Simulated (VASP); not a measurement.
# Al5As (P4/mmm) in VASP: notebook

The runs below take Al5As through relaxation of cell and atoms, single point, with PBE.

Program: VASP 6.6.1. These are calculated values, not measurements. Logs are shortened: lines on timing, memory, paths and dates and some standing lists are left out, and cuts for length are marked.

## Step 1: The cell of the first run

It takes space group P4/mmm (No. 123, tetragonal). The conventional cell has a = 5.606 Å, b = 5.606 Å, c = 3.818 Å, α = 90.00°, β = 90.00°, γ = 90.00°. Al (site symmetry m2m) has 1 As at 1.49 Å within 2.0 Å. Al (site symmetry 4/mmm) has 18 Al at 3.64 to 3.82 Å and 8 As at 4.40 Å within 4.8 Å. As (site symmetry 4/mmm) has 4 Al at 1.49 Å within 2.0 Å.

The cell was generated, and may not be a known phase.

## Step 2: Relaxation of cell and atoms, PBE

INCAR reads:

```
PREC = Accurate
ENCUT = 600
EDIFF = 1E-7
ISMEAR = 0
SIGMA = 0.1
LREAL = False
LASPH = True
NELM = 80
ALGO = Normal
ISIF = 3
LWAVE = False
LCHARG = False
GGA = PE
IBRION = 2
NSW = 90
EDIFFG = -0.04
```

KPOINTS reads:

```
regular mesh
0
Gamma
  4 4 4
```

POSCAR reads:

```
Al5As
1.0
    5.6055759200      0.0000000000      0.0000000000
    0.0000000000      5.6055759200      0.0000000000
    0.0000000000      0.0000000000      3.8181133800
Al As
5 1
Direct
    0.2349447400      0.5000000000      0.0000000000
    0.7650552600      0.5000000000      0.0000000000
    0.5000000000      0.2349447400      0.0000000000
    0.5000000000      0.7650552600      0.0000000000
    0.0000000000      0.0000000000      0.5000000000
    0.5000000000      0.5000000000      0.0000000000
```

Potentials or basis: VASP PAW PBE potentials, release 64 (Al, As).

Run with:

```bash
$ cat potpaw_PBE.64/Al/POTCAR potpaw_PBE.64/As/POTCAR > POTCAR
$ mpirun -np 1 vasp_std > vasp.out
```

OUTCAR:

```text
PREC = Accurate
   ENCUT = 600
   EDIFF = 1E-7
   ISMEAR = 0
   LREAL = False
   LASPH = True
   NELM = 80
   ISIF = 3
   GGA = PE
   IBRION = 2
   NSW = 90
   EDIFFG = -0.04

 ion  position               nearest neighbor table
   1  0.235  0.500  0.000-   6 1.49   4 2.10   3 2.10   2 2.63   2 2.97
   2  0.765  0.500  0.000-   6 1.49   4 2.10   3 2.10   1 2.63   1 2.97
   3  0.500  0.235  0.000-   6 1.49   2 2.10   1 2.10   4 2.63   4 2.97
   4  0.500  0.765  0.000-   6 1.49   2 2.10   1 2.10   3 2.63   3 2.97
   5  0.000  0.000  0.500-
   6  0.500  0.500  0.000-   1 1.49   2 1.49   3 1.49   4 1.49

 -----------------------------------------------------------------------------
|                                                                             |
|           W    W    AA    RRRRR   N    N  II  N    N   GGGG   !!!           |
|           W    W   A  A   R    R  NN   N  II  NN   N  G    G  !!!           |
|           W    W  A    A  R    R  N N  N  II  N N  N  G       !!!           |
|           W WW W  AAAAAA  RRRRR   N  N N  II  N  N N  G  GGG   !            |
|           WW  WW  A    A  R   R   N   NN  II  N   NN  G    G                |
|           W    W  A    A  R    R  N    N  II  N    N   GGGG   !!!           |
|                                                                             |
|     The distance between some ions is very small. Please check the          |
|     nearest-neighbor list in the OUTCAR file.                               |
|     I HOPE YOU KNOW WHAT YOU ARE DOING!                                     |
|                                                                             |
 -----------------------------------------------------------------------------

  LATTYP: Found a simple tetragonal cell.
 ALAT       =     5.6055759200
 C/A-ratio  =     0.6811277618

  Lattice vectors:

 A1 = (   5.6055759200,   0.0000000000,   0.0000000000)
 A2 = (   0.0000000000,   5.6055759200,   0.0000000000)
 A3 = (   0.0000000000,   0.0000000000,   3.8181133800)

Analysis of symmetry for initial positions (statically):
=====================================================================
 Subroutine PRICEL returns:
 Original cell was already a primitive cell.

 Routine SETGRP: Setting up the symmetry group for a
 simple tetragonal supercell.

 Subroutine GETGRP returns: Found 16 space group operations
 (whereof 16 operations were pure point group operations)
 out of a pool of 16 trial point group operations.

The static configuration has the point symmetry D_4h.

Analysis of symmetry for dynamics (positions and initial velocities):
=====================================================================
 Subroutine PRICEL returns:
 Original cell was already a primitive cell.

 Routine SETGRP: Setting up the symmetry group for a
 simple tetragonal supercell.

 Subroutine GETGRP returns: Found 16 space group operations
 (whereof 16 operations were pure point group operations)
 out of a pool of 16 trial point group operations.

The dynamic configuration has the point symmetry D_4h.

 Subroutine INISYM returns: Found 16 space group operations
 (whereof 16 operations are pure point group operations),
 and found     1 'primitive' translations

----------------------------------------------------------------------------------------

                                     Primitive cell

  volume of cell :     119.9746

  direct lattice vectors                    reciprocal lattice vectors
     5.605575920  0.000000000  0.000000000     0.178393802  0.000000000  0.000000000
     0.000000000  5.605575920  0.000000000     0.000000000  0.178393802  0.000000000
     0.000000000  0.000000000  3.818113380     0.000000000  0.000000000  0.261909456

  length of vectors
     5.605575920  5.605575920  3.818113380     0.178393802  0.178393802  0.261909456

  position of ions in fractional coordinates (direct lattice)
     0.234944740  0.500000000  0.000000000
     0.765055260  0.500000000  0.000000000
     0.500000000  0.234944740  0.000000000
     0.500000000  0.765055260  0.000000000
     0.000000000  0.000000000  0.500000000
     0.500000000  0.500000000  0.000000000

  ion indices of the primitive-cell ions
   primitive index   ion index
                 1           1
                 2           2
                 3           3
                 4           4
                 5           5
                 6           6

----------------------------------------------------------------------------------------

 KPOINTS: regular mesh

Automatic generation of k-mesh.
 Grid dimensions read from file:
 generate k-points for:    4    4    4

 Generating k-lattice:

  Cartesian coordinates                     Fractional coordinates (reciprocal lattice)
     0.044598450  0.000000000  0.000000000     0.250000000  0.000000000  0.000000000
     0.000000000  0.044598450  0.000000000     0.000000000  0.250000000  0.000000000
     0.000000000  0.000000000  0.065477364     0.000000000  0.000000000  0.250000000

  Length of vectors
     0.044598450  0.044598450  0.065477364

  Shift w.r.t. Gamma in fractional coordinates (k-lattice)
     0.000000000  0.000000000  0.000000000

 Subroutine IBZKPT returns following result:
 ===========================================

 Found     18 irreducible k-points:

 Following reciprocal coordinates:
            Coordinates               Weight
  0.000000  0.000000  0.000000      1.000000
  0.250000  0.000000  0.000000      4.000000
  0.500000  0.000000  0.000000      2.000000
  0.250000  0.250000  0.000000      4.000000
  0.500000  0.250000  0.000000      4.000000
  0.500000  0.500000  0.000000      1.000000
[... 10 lines left out ...]
  0.500000  0.250000  0.500000      4.000000
  0.500000  0.500000  0.500000      1.000000
   k-points           NKPTS =     18   k-points in BZ     NKDIM =     18   number of bands    NBANDS=     14
   number of dos      NEDOS =    301   number of ions     NIONS =      6
   total plane-waves  NPLWV =  73728
   dimension x,y,z NGX =    48 NGY =   48 NGZ =   32
   dimension x,y,z NGXF=    96 NGYF=   96 NGZF=   64
   ions per type =               5   1
   NGX,Y,Z   is equivalent  to a cutoff of  14.24, 14.24, 13.93 a.u.
   NGXF,Y,Z  is equivalent  to a cutoff of  28.47, 28.47, 27.87 a.u.
 SYSTEM =  unknown system
   PREC   = accura    normal or accurate (medium, high low for compatibility)
   ISTART =      0    job   : 0-new  1-cont  2-samecut
   ICHARG =      2    charge: 1-file 2-atom 10-const
   ISPIN  =      1    spin polarized calculation?
   LNONCOLLINEAR =      F non collinear calculations
   LSORBIT =      F    spin-orbit coupling
   LASPH  =      T    aspherical Exc in radial PAW
   ENCUT  =  600.0 eV  44.10 Ry    6.64 a.u.  11.20 11.20  7.63*2*pi/ulx,y,z
   NELM   =     80;   NELMIN=  2; NELMDL= -5     # of ELM steps
   EDIFF  = 0.1E-06   stopping-criterion for ELM
   LREAL  =      F    real-space projection
   EDIFFG = -.4E-01   stopping-criterion for IOM
   NSW    =     90    number of steps for IOM
   IBRION =      2    ionic relax: 0-MD 1-quasi-New 2-CG
   NFREE  =      1    steps in history (QN), initial steepest desc. (CG)
   ISIF   =      3    stress and relaxation
   ISYM   =      2    0-nonsym 1-usesym 2-fastsym
   POTIM  = 0.5000    time-step for ionic-motion
   TEBEG  =    0.0;   TEEND  =   0.0 temperature during run
   PSTRESS=    0.0 pullay stress
   NELECT =      20.0000    total number of electrons
   NUPDOWN=      -1.0000    fix difference up-down
   EMIN   =  10.00;   EMAX   =-10.00  energy-range for DOS
   EFERMI =   0.00;   METHOD = LEGACY
   ISMEAR =     0;   SIGMA  =   0.10  broadening in eV -4-tet -1-fermi 0-gaus
   EFERMI_NEDOS =   21; number of points for ismear=-14 and -15
   IALGO  =     38    algorithm
   IMIX   =      4    mixing-type and parameters
     AMIX     =   0.40;   BMIX     =  1.00
     AMIX_MAG =   1.60;   BMIX_MAG =  1.00
  volume/ion in A,a.u.               =      20.00       134.94
  Fermi-wavevector in a.u.,A,eV,Ry     =   0.900994  1.702631 11.045067  0.811790
  Thomas-Fermi vector in A             =   2.024020
   LORBIT       =      0    0 simple, 1 ext, 2 COOP (PROOUT), +10 PAW based schemes
   GGA     = PE    functional components
   LHFCALC =     F    Hartree Fock is set to
   AEXX    =    0.0000 exact exchange contribution
   IVDW    =     0    specifies the selected vdW correction
   LEPSILON=     F    determine dielectric tensor
   LRPA    =     F    only Hartree local field effects (RPA)
 conjugate gradient relaxation of ions
 non-spin polarized calculation
 Gauss-broadening in eV      SIGMA  =   0.10
  energy-cutoff  :      600.00
  volume of cell :      119.97
 maximum number of plane-waves:      4034
 NGX is ok and might be reduce to    48
   NGX = 23   NGY = 23   NGZ = 15

--------------------------------------- Ionic step        1  -------------------------------------------

 number of electron      19.9999999 magnetization

 Free energy of the ion-electron system (eV)
  ---------------------------------------------------
  ext. energy  EPLUGINS =         0.00000000
  ---------------------------------------------------
  free energy    TOTEN  =        37.91389340 eV

  energy without entropy =       37.92934673  energy(sigma->0) =       37.92162006

------------------------ aborting loop because EDIFF is reached ----------------------------------------

  FORCE on cell =-STRESS in cart. coord.  units (eV):
  Direction    XX          YY          ZZ          XY          YZ          ZX
  --------------------------------------------------------------------------------------
  -------------------------------------------------------------------------------------
  Total      163.1727326    163.1727326     -6.2145064      0.0000000     -0.0000000      0.0000000
  in kB     2179.0584030   2179.0584030    -82.9904132      0.0000000     -0.0000000      0.0000000
  external PRESSURE =    1425.0421309 kB  Pullay stress =       0.0000000 kB
[... 718 lines left out ...]
      1      -6.0808      2.00000
      2      -1.4947      2.00000
      3       0.1605      2.00000
      4       0.1605      2.00000
      5       2.2483      2.00000
      6       2.2483      2.00000
      7       3.5141      2.00000
      8       3.9210      2.00000
      9       3.9210      2.00000
     10       4.2223      2.00000
     11       5.8544      0.00000
     12       6.8957      0.00000
     13       6.9250      0.00000
     14       7.5199      0.00000

[... ionic steps 4 to 18 ...]

--------------------------------------- Ionic step       19  -------------------------------------------

 number of electron      20.0000003 magnetization

------------------------ aborting loop because EDIFF is reached ----------------------------------------
[... 75 lines left out ...]
--------------------------------------- Ionic step       21  -------------------------------------------

 number of electron      20.0000003 magnetization

 Free energy of the ion-electron system (eV)
  ---------------------------------------------------
  ext. energy  EPLUGINS =         0.00000000
  ---------------------------------------------------
  free energy    TOTEN  =       -19.71318374 eV

  energy without entropy =      -19.69024644  energy(sigma->0) =      -19.70171509

 E-fermi :   3.6365     XC(G=0):  -8.5218

 val. band max:        3.6297958015   @ k =   0.0000   0.0000   0.2500
 cond. band min:       3.6467105080   @ k =   0.2500   0.2500   0.5000
 fundamental gap:      0.0169147065
 Fermi energy:         3.6364829310
[... 337 lines left out ...]
  FREE ENERGIE OF THE ION-ELECTRON SYSTEM (eV)
  ---------------------------------------------------
  free  energy   TOTEN  =       -19.7131837391 eV

  energy  without entropy=      -19.6902464364  energy(sigma->0) =      -19.70171509

 reached required accuracy - stopping structural energy minimisation
```

It took 5.8 min on 1 thread of Intel Xeon 6975P-C (Granite Rapids), shared host; peak memory 0.28 GiB.

What came out:

```yaml
Free_energy: -19.7132 eV
Relaxed_volume: 25.91 Å³/atom
Relaxed_cell: a = 7.418 Å, b = 7.418 Å, c = 2.825 Å, α = 90.00°, β = 90.00°, γ = 90.00°
Space_group_after_relaxing_to_0.1_Å: P4/mmm (No. 123)
Pressure_after_relaxing: -0.2 GPa
Largest_force_after_relaxing: 0.006 eV/Å
Band_gap_on_the_k_mesh: zero (bands 10 and 11 overlap by 1.14 eV)
```

Forces in eV/Å, atoms in the order of the input:
```
Al  -0.006  0.000  0.000
Al   0.006  0.000  0.000
Al   0.000 -0.006  0.000
Al   0.000  0.006  0.000
Al   0.000  0.000  0.000
As   0.000  0.000  0.000
```

Final structure:
```
Al As
1.0
     7.41814    0.00000    0.00000
     0.00000    7.41814    0.00000
     0.00000    0.00000    2.82529
Al As
5 1
Direct
  0.83016 0.50000 0.00000
  0.16984 0.50000 0.00000
  0.50000 0.83016 0.00000
  0.50000 0.16984 0.00000
  0.00000 0.00000 0.50000
  0.50000 0.50000 0.00000
```

Levels at points of the mesh, in eV from the Fermi level:
```
           k point  band 8  band 9  band 10  band 11  band 12  band 13
(0.00, 0.00, 0.00)   -1.64   -1.07     0.18     0.18     0.79     0.92
(0.50, 0.00, 0.00)   -2.46   -0.01     0.16     0.73     0.91     1.39
(0.50, 0.50, 0.00)   -3.30   -1.36     0.07     0.07     0.30     3.11
(0.00, 0.00, 0.50)   -1.81   -0.74    -0.74    -0.28     0.02     2.31
(0.50, 0.00, 0.50)   -1.46   -0.70    -0.55    -0.44     0.87     1.23
(0.50, 0.50, 0.50)   -1.36   -1.02    -0.83     0.78     1.11     1.41
```

Caveat: the k points lie up to 0.56 Å⁻¹ apart in the final cell, too coarse for converged energies and pressures of a metal; the volume moved by over 15 % at a fixed basis, so the end points are rough.

(Continued in part 2 of 2.)
